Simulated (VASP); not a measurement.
Set up this calculation in VASP 6.6.1, as the native input.

```
Task                   : single point
Functional             : LDA
Potentials or basis    : VASP PAW LDA potentials, release 64 (B)
Cutoff                 : 520 eV
k mesh                 : 15 × 15 × 15
Occupations            : fermi-dirac, width 0.1 eV
Spin                   : no spin polarisation
Dipole correction      : no
Further INCAR settings : ALGO = Normal; EDIFF = 1e-07; NBANDS = 10
```

The structure of B lies in POSCAR:

```
B
1.0
    0.0000000000      1.9744093789      1.9744093789
    1.9744093789      0.0000000000      1.9744093789
    1.9744093789      1.9744093789      0.0000000000
B
2
Direct
    0.1250000000      0.1250000000      0.1250000000
    0.8750000000      0.8750000000      0.8750000000
```

This cell differs from its parent crystal: volume scaled by 0.96.

The input as run:

INCAR

```
SYSTEM = B
PREC = Accurate ; ENCUT = 520
EDIFF = 1E-7 ; ISMEAR = -1
SIGMA = 0.1 ; LREAL = .False.
LASPH = .True. ; NELM = 100
ALGO = Normal ; ISIF = 2
LWAVE = .False. ; LCHARG = .False.
NBANDS = 10
```

KPOINTS

```
Automatic mesh
0
Gamma
  15 15 15
  0 0 0
```

Potentials or basis: VASP PAW LDA potentials, release 64 (B).

Run with:

```bash
$ cat potpaw_LDA.64/B/POTCAR > POTCAR
$ mpirun -np 1 vasp_std > vasp.out
```

Results of the run:

```json
{
 "Pressure": "8.5 GPa",
 "Band gap on the k mesh": "zero (band 3 reaches 8.70 eV, above the bottom of band 4 at 1.55 eV)"
}
```

It took 14 s on 1 thread of Intel Xeon 8259CL, with other jobs on the host, peak memory 0.13 GiB.
